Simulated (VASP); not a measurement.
Input of a VASP 6.6.1 run:

File INCAR:

```
ALGO = Normal
EDIFF = 1E-6
EDIFFG = -0.01
ENCUT = 600
GGA = PE
IBRION = 2
ISIF = 3
ISMEAR = 0
LASPH = True
LCHARG = False
LREAL = False
LWAVE = False
NELM = 100
NSW = 100
PREC = Accurate
SIGMA = 0.02
```

File KPOINTS:

```
k-points
0
Gamma
  6 6 6
```

File POSCAR:

```
GeCl2
1.0
    0.0000000000      5.7855611520      5.7855611520
    5.7855611520      0.0000000000      5.7855611520
    5.7855611520      5.7855611520      0.0000000000
Ge Cl
2 4
Direct
    0.2500000000      0.2500000000      0.2500000000
    0.0000000000      0.0000000000      0.0000000000
    0.1250000000      0.1250000000      0.1250000000
    0.1250000000      0.1250000000      0.6250000000
    0.1250000000      0.6250000000      0.1250000000
    0.6250000000      0.1250000000      0.1250000000
```

Potentials or basis: VASP PAW PBE potentials, release 64 (Ge_d, Cl).

The run is started by

```console
$ cat potpaw_PBE.64/Ge_d/POTCAR potpaw_PBE.64/Cl/POTCAR > POTCAR
$ mpirun -np 1 vasp_std > vasp.out
```

(1) Predict the space group after relaxing (to 0.05 Å).

(2) Estimate the band gap on the k mesh.

Answers

(1) Fd-3m (No. 227).

(2) 0.62 eV, direct.
